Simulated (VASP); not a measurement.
Si, 1 atom in the cell. It takes space group Fm-3m (No. 225, cubic). The conventional cell has a = 3.835 Å, b = 3.835 Å, c = 3.835 Å, α = 90.00°, β = 90.00°, γ = 90.00°. Within 3.6 Å of Si (site symmetry m-3m) lie 12 Si at 2.71 Å.  This cell differs from its parent crystal: volume scaled by 0.972, to set the pressure.

```yaml
Program: VASP 6.6.1
Task: single point
Functional: PBE
Potentials_or_basis: VASP PAW PBE potentials, release 64 (Si)
Cutoff: 500 eV
k_mesh: 17 × 17 × 17
Occupations: fermi-dirac, width 0.1 eV
Spin: no spin polarisation
Dipole_correction: no
Further_INCAR_settings: ALGO = Normal; EDIFF = 1e-06; NBANDS = 8
```

Potentials or basis: VASP PAW PBE potentials, release 64 (Si).

Launch:

```bash
$ cat potpaw_PBE.64/Si/POTCAR > POTCAR
$ mpirun -np 1 vasp_std > vasp.out
```

Hardware: 1 thread of Intel(R) Xeon(R) 6975P-C (Granite Rapids), on a shared host.

Q: Estimate the wall time of this run.

A: It took 5.2 s on 1 thread of Intel(R) Xeon(R) 6975P-C (Granite Rapids) (shared host), peak memory 0.12 GiB. Counts: scf iterations 9, k points 165.
